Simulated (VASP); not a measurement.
Set up this calculation in VASP 6.6.1, as the native input.

```
Task                   : single point
Functional             : PBE
Potentials or basis    : VASP PAW PBE potentials, release 64 (Al, B, N)
Cutoff                 : 520 eV
k mesh                 : 6 × 6 × 6
Occupations            : gaussian, width 0.1 eV
Spin                   : no spin polarisation
Dipole correction      : no
Further INCAR settings : ALGO = Normal; EDIFF = 1e-07; NBANDS = 21
```

The structure of Al2BN3 lies in POSCAR:

```
Al2BN3
1.0
    2.2218206600      1.2827687500      4.3196743000
   -2.2218206600      1.2827687500      4.3196743000
    0.0000000000     -2.5655375100      4.3196743000
Al B N
2 1 3
Direct
    0.3248828400      0.3248828400      0.3248828400
    0.6751171600      0.6751171600      0.6751171600
    0.5000000000      0.5000000000      0.5000000000
    0.0000000000      0.0000000000      0.5000000000
    0.5000000000      0.0000000000      0.0000000000
    0.0000000000      0.5000000000      0.0000000000
```

The cell was built from a structure type or drawn by symmetry, and may not be a known phase.

These files were run (other wordings do the same):

INCAR

```
  ALGO = Normal
  EDIFF = 1E-7
  ENCUT = 520
  GGA = PE
  ISIF = 2
  ISMEAR = 0
  LASPH = True
  LCHARG = False
  LREAL = False
  LWAVE = False
  NBANDS = 21
  NELM = 60
  PREC = Accurate
  SIGMA = 0.1
```

KPOINTS

```
k-points
0
Gamma
  6 6 6
```

Potentials or basis: VASP PAW PBE potentials, release 64 (Al, B, N).

Command:

```sh
$ cat potpaw_PBE.64/Al/POTCAR potpaw_PBE.64/B/POTCAR potpaw_PBE.64/N/POTCAR > POTCAR
$ mpirun -np 1 vasp_std > vasp.out
```

It gave:

```json
{
 "Pressure": "-11.8 GPa",
 "Largest force": "2.950 eV/Å",
 "Band gap on the k mesh": "zero (bands 12 and 13 overlap by 2.50 eV)"
}
```

Caveat: the cell stands under tension; forces of over 1 eV/Å act on the atoms, so gaps and moduli don't describe the material at rest.

It took 30 s on 1 thread of Intel(R) Xeon(R) 6975P-C (Granite Rapids), on a shared host, peak memory 0.24 GiB.
